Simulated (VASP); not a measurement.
# Sc3Al (Pm-3m) in VASP: notebook

Runs on Sc3Al. Level: PBEsol. Tasks: single point, relaxation of cell and atoms.

Program: VASP 6.6.1. These are calculated values, not measurements. Logs are shortened: lines on timing, memory, paths and dates and some standing lists are left out, and cuts for length are marked.

**1. The cell of the first run**

Symmetry: Pm-3m, No. 221, cubic system. Conventional cell: a = 4.285 Å, b = 4.285 Å, c = 4.285 Å, α = 90.00°, β = 90.00°, γ = 90.00°. Within 4.0 Å of Sc (site symmetry 4/mmm) lie 8 Sc at 3.03 Å and 4 Al at 3.03 Å. Within 4.0 Å of Al (site symmetry m-3m) lie 12 Sc at 3.03 Å.

**2. Single point, PBEsol (volume scaled by 0.94)**

INCAR reads:

```
SYSTEM = Sc3Al
ALGO = Fast
EDIFF = 1E-6
ENCUT = 520
GGA = PS
ISIF = 2
ISMEAR = 0
LASPH = .TRUE.
LCHARG = .TRUE.
LELF = .TRUE.
LREAL = .FALSE.
LVHAR = .TRUE.
LWAVE = .FALSE.
NBANDS = 26
NELM = 80
PREC = Accurate
SIGMA = 0.1
```

KPOINTS reads:

```
k-points
0
G
  10 10 10
  0 0 0
```

POSCAR reads:

```
Sc3Al
1.0
    4.2854884105      0.0000000000      0.0000000000
    0.0000000000      4.2854884105      0.0000000000
    0.0000000000      0.0000000000      4.2854884105
Sc Al
3 1
Direct
    0.5000000000      0.0000000000      0.5000000000
    0.0000000000      0.5000000000      0.5000000000
    0.5000000000      0.5000000000      0.0000000000
    0.0000000000      0.0000000000      0.0000000000
```

Potentials or basis: VASP PAW PBE potentials, release 64 (Sc_sv, Al).

Started as:

```bash
cat potpaw_PBE.64/Sc_sv/POTCAR potpaw_PBE.64/Al/POTCAR > POTCAR
mpirun -np 1 vasp_std > vasp.out
```

OUTCAR:

```text
SYSTEM = Sc3Al
   EDIFF = 1E-6
   ENCUT = 520
   GGA = PS
   ISIF = 2
   ISMEAR = 0
   LASPH = .TRUE.
   LREAL = .FALSE.
   NELM = 80
   PREC = Accurate

 ion  position               nearest neighbor table
   1  0.500  0.000  0.500-   2 3.03   3 3.03   4 3.03   3 3.03   4 3.03   2 3.03   3 3.03   3 3.03
                             2 3.03   4 3.03   4 3.03   2 3.03
   2  0.000  0.500  0.500-   1 3.03   3 3.03   4 3.03   3 3.03   4 3.03   1 3.03   4 3.03   4 3.03
                             1 3.03   3 3.03   3 3.03   1 3.03
   3  0.500  0.500  0.000-   1 3.03   2 3.03   4 3.03   1 3.03   2 3.03   1 3.03   4 3.03   1 3.03
                             2 3.03   4 3.03   2 3.03   4 3.03
   4  0.000  0.000  0.000-   1 3.03   2 3.03   3 3.03   1 3.03   2 3.03   2 3.03   3 3.03   2 3.03
                             1 3.03   3 3.03   1 3.03   3 3.03

  LATTYP: Found a simple cubic cell.
 ALAT       =     4.2854884105

  Lattice vectors:

 A1 = (   4.2854884105,   0.0000000000,   0.0000000000)
 A2 = (   0.0000000000,   4.2854884105,   0.0000000000)
 A3 = (   0.0000000000,   0.0000000000,   4.2854884105)

Analysis of symmetry for initial positions (statically):
=====================================================================
 Subroutine PRICEL returns:
 Original cell was already a primitive cell.

 Routine SETGRP: Setting up the symmetry group for a
 simple cubic supercell.

 Subroutine GETGRP returns: Found 48 space group operations
 (whereof 48 operations were pure point group operations)
 out of a pool of 48 trial point group operations.

The static configuration has the point symmetry O_h .

Analysis of symmetry for dynamics (positions and initial velocities):
=====================================================================
 Subroutine PRICEL returns:
 Original cell was already a primitive cell.

 Routine SETGRP: Setting up the symmetry group for a
 simple cubic supercell.

 Subroutine GETGRP returns: Found 48 space group operations
 (whereof 48 operations were pure point group operations)
 out of a pool of 48 trial point group operations.

The dynamic configuration has the point symmetry O_h .

 Subroutine INISYM returns: Found 48 space group operations
 (whereof 48 operations are pure point group operations),
 and found     1 'primitive' translations

----------------------------------------------------------------------------------------

                                     Primitive cell

  volume of cell :      78.7048

  direct lattice vectors                    reciprocal lattice vectors
     4.285488411  0.000000000  0.000000000     0.233345632  0.000000000  0.000000000
     0.000000000  4.285488411  0.000000000     0.000000000  0.233345632  0.000000000
     0.000000000  0.000000000  4.285488411     0.000000000  0.000000000  0.233345632

  length of vectors
     4.285488411  4.285488411  4.285488411     0.233345632  0.233345632  0.233345632

  position of ions in fractional coordinates (direct lattice)
     0.500000000  0.000000000  0.500000000
     0.000000000  0.500000000  0.500000000
     0.500000000  0.500000000  0.000000000
     0.000000000  0.000000000  0.000000000

  ion indices of the primitive-cell ions
   primitive index   ion index
                 1           1
                 2           2
                 3           3
                 4           4

----------------------------------------------------------------------------------------

 KPOINTS: k-points

Automatic generation of k-mesh.
 Grid dimensions read from file:
 generate k-points for:   10   10   10

 Generating k-lattice:

  Cartesian coordinates                     Fractional coordinates (reciprocal lattice)
     0.023334563  0.000000000  0.000000000     0.100000000  0.000000000  0.000000000
     0.000000000  0.023334563  0.000000000     0.000000000  0.100000000  0.000000000
     0.000000000  0.000000000  0.023334563     0.000000000  0.000000000  0.100000000

  Length of vectors
     0.023334563  0.023334563  0.023334563

  Shift w.r.t. Gamma in fractional coordinates (k-lattice)
     0.000000000  0.000000000  0.000000000

 Subroutine IBZKPT returns following result:
 ===========================================

 Found     56 irreducible k-points:

 Following reciprocal coordinates:
            Coordinates               Weight
  0.000000  0.000000  0.000000      1.000000
  0.100000  0.000000  0.000000      6.000000
  0.200000  0.000000  0.000000      6.000000
  0.300000  0.000000  0.000000      6.000000
  0.400000  0.000000  0.000000      6.000000
  0.500000  0.000000  0.000000      3.000000
[... 16 lines left out ...]
  0.200000  0.100000  0.100000     24.000000
  0.300000  0.100000  0.100000     24.000000
 [... further k-points ...]
   k-points           NKPTS =     56   k-points in BZ     NKDIM =     56   number of bands    NBANDS=     26
   number of dos      NEDOS =    301   number of ions     NIONS =      4
   total plane-waves  NPLWV =  32768
   dimension x,y,z NGX =    32 NGY =   32 NGZ =   32
   dimension x,y,z NGXF=    64 NGYF=   64 NGZF=   64
   ions per type =               3   1
   NGX,Y,Z   is equivalent  to a cutoff of  12.41, 12.41, 12.41 a.u.
   NGXF,Y,Z  is equivalent  to a cutoff of  24.83, 24.83, 24.83 a.u.
 SYSTEM =  Sc3Al
   PREC   = accura    normal or accurate (medium, high low for compatibility)
   ISTART =      0    job   : 0-new  1-cont  2-samecut
   ICHARG =      2    charge: 1-file 2-atom 10-const
   ISPIN  =      1    spin polarized calculation?
   LNONCOLLINEAR =      F non collinear calculations
   LSORBIT =      F    spin-orbit coupling
   LASPH  =      T    aspherical Exc in radial PAW
   ENCUT  =  520.0 eV  38.22 Ry    6.18 a.u.   7.97  7.97  7.97*2*pi/ulx,y,z
   NELM   =     80;   NELMIN=  2; NELMDL= -5     # of ELM steps
   EDIFF  = 0.1E-05   stopping-criterion for ELM
   LREAL  =      F    real-space projection
   EDIFFG = 0.1E-04   stopping-criterion for IOM
   NSW    =      0    number of steps for IOM
   IBRION =     -1    ionic relax: 0-MD 1-quasi-New 2-CG
   NFREE  =      0    steps in history (QN), initial steepest desc. (CG)
   ISIF   =      2    stress and relaxation
   ISYM   =      2    0-nonsym 1-usesym 2-fastsym
   POTIM  = 0.5000    time-step for ionic-motion
   TEBEG  =    0.0;   TEEND  =   0.0 temperature during run
   PSTRESS=    0.0 pullay stress
   NELECT =      36.0000    total number of electrons
   NUPDOWN=      -1.0000    fix difference up-down
   EMIN   =  10.00;   EMAX   =-10.00  energy-range for DOS
   EFERMI =   0.00;   METHOD = LEGACY
   ISMEAR =     0;   SIGMA  =   0.10  broadening in eV -4-tet -1-fermi 0-gaus
   EFERMI_NEDOS =   21; number of points for ismear=-14 and -15
   IALGO  =     68    algorithm
   IMIX   =      4    mixing-type and parameters
     AMIX     =   0.40;   BMIX     =  1.00
     AMIX_MAG =   1.60;   BMIX_MAG =  1.00
  volume/ion in A,a.u.               =      19.68       132.78
  Fermi-wavevector in a.u.,A,eV,Ry     =   1.261369  2.383641 21.647559  1.591051
  Thomas-Fermi vector in A             =   2.394831
   LORBIT       =      0    0 simple, 1 ext, 2 COOP (PROOUT), +10 PAW based schemes
   GGA     = PS    functional components
   LHFCALC =     F    Hartree Fock is set to
   AEXX    =    0.0000 exact exchange contribution
   IVDW    =     0    specifies the selected vdW correction
   LEPSILON=     F    determine dielectric tensor
   LRPA    =     F    only Hartree local field effects (RPA)
 non-spin polarized calculation
 RMM-DIIS sequential band-by-band and
 Gauss-broadening in eV      SIGMA  =   0.10
  energy-cutoff  :      520.00
  volume of cell :       78.70
 maximum number of plane-waves:      2176
 NGX is ok and might be reduce to    32
   NGX = 15   NGY = 15   NGZ = 15

 number of electron      36.0000017 magnetization

 Free energy of the ion-electron system (eV)
  ---------------------------------------------------
  ext. energy  EPLUGINS =         0.00000000
  ---------------------------------------------------
  free energy    TOTEN  =       -24.87900811 eV

  energy without entropy =      -24.85266976  energy(sigma->0) =      -24.86583894

 E-fermi :   5.2808     XC(G=0): -10.6200

 val. band max:        5.2707063023   @ k =   0.4000   0.3000   0.1000
 cond. band min:       5.2858417796   @ k =   0.5000   0.3000   0.3000
 fundamental gap:      0.0151354774
 Fermi energy:         5.2807538903

 k-point     1 :       0.0000    0.0000    0.0000
  band No.  band energies     occupation
      1     -43.6787      2.00000
      2     -43.5269      2.00000
      3     -43.5269      2.00000
      4     -22.6534      2.00000
      5     -22.6534      2.00000
      6     -22.6534      2.00000
[... 18 lines left out ...]
     25       7.8653      0.00000
     26       9.1734      0.00000

 k-point     2 :       0.1000    0.0000    0.0000
  band No.  band energies     occupation
      1     -43.6754      2.00000
      2     -43.5301      2.00000
      3     -43.5268      2.00000
      4     -22.6457      2.00000
      5     -22.6457      2.00000
      6     -22.6420      2.00000
[... 18 lines left out ...]
     25       7.9992      0.00000
     26       9.1599      0.00000

 k-point     3 :       0.2000    0.0000    0.0000
  band No.  band energies     occupation
      1     -43.6659      2.00000
      2     -43.5395      2.00000
      3     -43.5267      2.00000
      4     -22.6243      2.00000
      5     -22.6243      2.00000
      6     -22.6084      2.00000
[... 572 lines left out ...]
 k-point    23 :       0.2000    0.1000    0.1000
  band No.  band energies     occupation
      1     -43.6599      2.00000
      2     -43.5406      2.00000
      3     -43.5315      2.00000
      4     -22.6574      2.00000
      5     -22.5905      2.00000
      6     -22.5653      2.00000
[... 18 lines left out ...]
     25       8.1994      0.00000
     26       8.7211      0.00000

 k-point    24 :       0.3000    0.1000    0.1000
  band No.  band energies     occupation
      1     -43.6463      2.00000
      2     -43.5541      2.00000
      3     -43.5313      2.00000
      4     -22.6368      2.00000
      5     -22.5603      2.00000
      6     -22.5134      2.00000
[... 18 lines left out ...]
     25       8.1577      0.00000
     26       8.6143      0.00000

 [... further k-points ...]

------------------------ aborting loop because EDIFF is reached ----------------------------------------

  FORCE on cell =-STRESS in cart. coord.  units (eV):
  Direction    XX          YY          ZZ          XY          YZ          ZX
  --------------------------------------------------------------------------------------
  -------------------------------------------------------------------------------------
  Total        2.3243685      2.3243685      2.3243685     -0.0000000      0.0000000     -0.0000000
  in kB       47.3167148     47.3167148     47.3167148     -0.0000000      0.0000000     -0.0000000
  external PRESSURE =      47.3167148 kB  Pullay stress =       0.0000000 kB

 VOLUME and BASIS-vectors are now :
 -----------------------------------------------------------------------------
  energy-cutoff  :      520.00
  volume of cell :       78.70
      direct lattice vectors                 reciprocal lattice vectors
     4.285488411  0.000000000  0.000000000     0.233345632  0.000000000  0.000000000
     0.000000000  4.285488411  0.000000000     0.000000000  0.233345632  0.000000000
     0.000000000  0.000000000  4.285488411     0.000000000  0.000000000  0.233345632

 POSITION                                       TOTAL-FORCE (eV/Angst)
 -----------------------------------------------------------------------------------
      2.14274      0.00000      2.14274         0.000000      0.000000      0.000000
      0.00000      2.14274      2.14274         0.000000      0.000000      0.000000
      2.14274      2.14274      0.00000         0.000000      0.000000      0.000000
      0.00000      0.00000      0.00000         0.000000      0.000000      0.000000
 -----------------------------------------------------------------------------------
    total drift:                                0.000000     -0.000000     -0.000000

  FREE ENERGIE OF THE ION-ELECTRON SYSTEM (eV)
  ---------------------------------------------------
  free  energy   TOTEN  =       -24.8790081101 eV

  energy  without entropy=      -24.8526697643  energy(sigma->0) =      -24.86583894
```

It took 48 s on 1 thread of Intel Xeon Platinum 8559C (Emerald Rapids), shared host; peak memory 0.23 GiB.

What came out:

- Free energy: -24.8790 eV
- Pressure: 4.7 GPa
- Band gap on the k mesh: zero (band 18 reaches 5.54 eV, above the bottom of band 19 at 4.22 eV)

Levels at points of the mesh, in eV from the Fermi level:
```
           k point  band 14  band 15  band 16  band 17  band 18  band 19  band 20  band 21  band 22  band 23
(0.00, 0.00, 0.00)    -2.73    -1.17    -1.17    -0.52    -0.52    -0.52     0.85     0.85     0.85     2.58
(0.50, 0.00, 0.00)    -4.14    -1.48    -0.85    -0.85     0.05     0.16     0.99     0.99     1.67     1.72
(0.50, 0.50, 0.00)    -2.86    -2.86    -1.38    -1.05     0.25     0.48     0.48     1.22     1.22     1.94
(0.50, 0.50, 0.50)    -1.55    -1.55    -1.55    -1.06    -1.06    -1.06     0.74     1.53     1.53     1.53
```

Caveat: the cell differs from its parent crystal (volume scaled by 0.94); the PAW data sets were made with another functional, which shifts forces and pressure a little.

**3. Single point, PBEsol (volume scaled by 0.97)**

INCAR reads:

```
SYSTEM = Sc3Al
ALGO     = Fast           ! electronic algorithm
EDIFF    = 1E-7           ! SCF threshold, eV
ENCUT    = 520            ! plane-wave cutoff, eV
GGA      = PS             ! functional
ISIF     = 2              ! what is computed and relaxed
ISMEAR   = 0              ! smearing method
LASPH    = .TRUE.         ! aspherical terms in the spheres
LCHARG   = .FALSE.        ! write CHGCAR
LREAL    = .FALSE.        ! projectors in reciprocal space
LWAVE    = .FALSE.        ! write WAVECAR
NBANDS   = 26             ! bands
NELM     = 100            ! most SCF steps
PREC     = Accurate       ! precision mode
SIGMA    = 0.1            ! smearing width, eV
```

KPOINTS is that of step 2.

POSCAR reads:

```
Sc3Al
1.0
    4.3306021301      0.0000000000      0.0000000000
    0.0000000000      4.3306021301      0.0000000000
    0.0000000000      0.0000000000      4.3306021301
Sc Al
3 1
Direct
    0.5000000000      0.0000000000      0.5000000000
    0.0000000000      0.5000000000      0.5000000000
    0.5000000000      0.5000000000      0.0000000000
    0.0000000000      0.0000000000      0.0000000000
```

Potentials or basis: VASP PAW PBE potentials, release 64 (Sc_sv, Al).

Started as:

```bash
cat potpaw_PBE.64/Sc_sv/POTCAR potpaw_PBE.64/Al/POTCAR > POTCAR
mpirun -np 1 vasp_std > vasp.out
```

It took 54 s on 1 thread of Intel Xeon Platinum 8559C (Emerald Rapids), shared host; peak memory 0.23 GiB.

Results (log left out):

```yaml
Free_energy: -24.9346 eV
Pressure: 2.3 GPa
Band_gap_on_the_k_mesh: zero (band 18 reaches 5.30 eV, above the bottom of band 19 at 3.98 eV)
```

Levels at points of the mesh, in eV from the Fermi level:
| k point | band 16 | band 17 | band 18 | band 19 | band 20 | band 21 |
| --- | --- | --- | --- | --- | --- | --- |
| (0.00, 0.00, 0.00) | -1.12 | -0.49 | -0.49 | -0.49 | 0.77 | 0.77 |
| (0.50, 0.00, 0.00) | -0.84 | -0.84 | 0.06 | 0.16 | 0.94 | 0.94 |
| (0.50, 0.50, 0.00) | -1.44 | -1.01 | 0.24 | 0.48 | 0.48 | 1.17 |
| (0.50, 0.50, 0.50) | -1.53 | -1.09 | -1.09 | -1.09 | 0.62 | 1.49 |

Caveat: the cell differs from its parent crystal (volume scaled by 0.97); the PAW data sets were made with another functional, which shifts forces and pressure a little.

**4. Single point, PBEsol**

This run uses another cell than the first one, of 20.93 Å³/atom, 1.064 times its volume.

INCAR reads:

```
SYSTEM = Sc3Al
PREC     = Accurate       ! precision mode
ENCUT    = 520            ! plane-wave cutoff, eV
EDIFF    = 1E-6           ! SCF threshold, eV
ISMEAR   = 0              ! smearing method
SIGMA    = 0.1            ! smearing width, eV
LREAL    = .False.        ! projectors in reciprocal space
LASPH    = .True.         ! aspherical terms in the spheres
NELM     = 100            ! most SCF steps
ALGO     = Normal         ! electronic algorithm
ISIF     = 2              ! what is computed and relaxed
LWAVE    = .False.        ! write WAVECAR
LCHARG   = .False.        ! write CHGCAR
GGA      = PS             ! functional
NBANDS   = 26             ! bands
```

KPOINTS reads:

```
regular mesh
0
Gamma
  10 10 10
  0 0 0
```

POSCAR reads:

```
Sc3Al
1.0
    4.3747950000      0.0000000000      0.0000000000
    0.0000000000      4.3747950000      0.0000000000
    0.0000000000      0.0000000000      4.3747950000
Sc Al
3 1
Direct
    0.5000000000      0.0000000000      0.5000000000
    0.0000000000      0.5000000000      0.5000000000
    0.5000000000      0.5000000000      0.0000000000
    0.0000000000      0.0000000000      0.0000000000
```

Started as:

```bash
cat potpaw_PBE.64/Sc_sv/POTCAR potpaw_PBE.64/Al/POTCAR > POTCAR
mpirun -np 1 vasp_std > vasp.out
```

Run time: 49 s. Hardware: 1 thread of Intel Xeon Platinum 8559C (Emerald Rapids), shared host; peak memory 0.25 GiB.

The run converged. Its results:

```
Free energy            : -24.9534 eV
Pressure               : 0.1 GPa
Band gap on the k mesh : zero (band 18 reaches 5.08 eV, above the bottom of band 19 at 3.75 eV)
```

Levels at points of the mesh, in eV from the Fermi level:
```csv
k point,band 15,band 16,band 17,band 18,band 19,band 20,band 21,band 22
"(0.00, 0.00, 0.00)",-1.08,-1.08,-0.46,-0.46,-0.46,0.70,0.70,0.70
"(0.50, 0.00, 0.00)",-1.38,-0.82,-0.82,0.07,0.17,0.90,0.90,1.61
"(0.50, 0.50, 0.00)",-2.82,-1.48,-0.97,0.22,0.47,0.47,1.13,1.13
"(0.50, 0.50, 0.50)",-1.52,-1.52,-1.11,-1.11,-1.11,0.52,1.45,1.45
```

Caveat: the PAW data sets were made with another functional, which shifts forces and pressure a little.

[end of part 1 of 2]
